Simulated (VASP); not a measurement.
**GaSb: single point with PBE**

Crystal: GaSb.

```xyz
2
Lattice="0.0000 3.1202 3.0590 3.0590 0.0000 3.0590 3.0590 3.1202 0.0000" Properties=species:S:1:pos:R:3 pbc="T T T"
Ga    0.0000    0.0000    0.0000
Sb    4.5885    4.6803    4.5885
```

This cell differs from its parent crystal: strain +0.0200 x Voigt [0, 1, 0, 0, 0, 0].

| Property | Result |
| --- | --- |
| Program | VASP 6.6.1 |
| Task | single point |
| Functional | PBE |
| Potentials or basis | VASP PAW PBE potentials, release 64 (Ga_d, Sb) |
| Cutoff | 520 eV |
| k mesh | 14 × 14 × 14 |
| Occupations | gaussian, width 0.15 eV |
| Spin | no spin polarisation |

| Item | Value |
| --- | --- |
| Pressure | 1.3 GPa |
| Band gap on the k mesh | zero (filled and empty bands touch) |

Stress tensor (GPa, compression positive):
```
1.63 0.00 0.00
0.00 0.76 0.00
0.00 0.00 1.63
```

Levels at points of the mesh, in eV from the Fermi level:
```tsv
k point	band 5	band 6	band 7	band 8	band 9	band 10	band 11	band 12	band 13	band 14
(0.00, 0.00, 0.00)	-15.08	-11.47	-0.24	-0.21	-0.09	-0.09	2.63	2.63	2.69	5.66
(0.50, 0.00, 0.00)	-15.08	-9.90	-6.40	-1.33	-1.18	0.23	3.57	3.67	6.35	9.08
(0.50, 0.50, 0.00)	-15.07	-9.07	-6.82	-2.68	-2.67	0.75	1.12	8.40	8.42	9.76
(0.50, 0.00, 0.50)	-15.08	-9.14	-6.91	-2.56	-2.56	0.89	1.24	8.41	8.41	9.72
```

Wall time 55 s on 1 thread of Intel(R) Xeon(R) 6975P-C (Granite Rapids), on a shared host, peak memory 0.36 GiB.

Caveat: the cell differs from its parent crystal (strain +0.0200 x Voigt [0, 1, 0, 0, 0, 0]); spin-orbit coupling is left out, which moves the levels of the heavy elements.
